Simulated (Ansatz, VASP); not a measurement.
Ga4SbAs3 in VASP and in Ansatz

```
CELL_PARAMETERS angstrom
5.86765 0.00000 0.00000
0.00000 5.86765 0.00000
0.00000 0.00000 5.86765
ATOMIC_POSITIONS crystal
Ga 0.24179 0.75821 0.75821
Ga 0.24179 0.24179 0.24179
Ga 0.75821 0.75821 0.24179
Ga 0.75821 0.24179 0.75821
Sb 0.50000 0.50000 0.50000
As 0.00000 0.50000 0.00000
As 0.00000 0.00000 0.50000
As 0.50000 0.00000 0.00000
```

Alike in both runs: task single point; functional PBE; k mesh 4 × 4 × 4; occupations gaussian, width 0.2 eV; no spin polarisation.

|  | VASP | Ansatz |
| --- | --- | --- |
| version | VASP 6.6.1 | Ansatz 0.2.0 |
| potentials or method | VASP PAW PBE potentials, release 64 (Ga_d, Sb, As), cutoff 520 eV | scalar-relativistic, plane waves, PAW |
| valence electrons in the cell | 72 | 112 |

Ansatz gave:

```
gap on the k mesh at the Fermi level (eV) : none
pressure (GPa)                            : 0.0
rms of the force components (eV/Å)        : 0.004
```

Question: Estimate VASP's values.

Answer: gap on the k mesh at the Fermi level (eV): none; pressure (GPa): 0.2; rms of the force components (eV/Å): 0.002.

Atom by atom the forces differ by 0.002 eV/Å (rms over components). A gap of «none» marks a metal or a gap that the smearing closes. VASP's potentials hold 72 valence electrons a cell and Ansatz's 112, so a difference there can come from the potentials and not from the codes.

Spin-orbit coupling is off throughout.
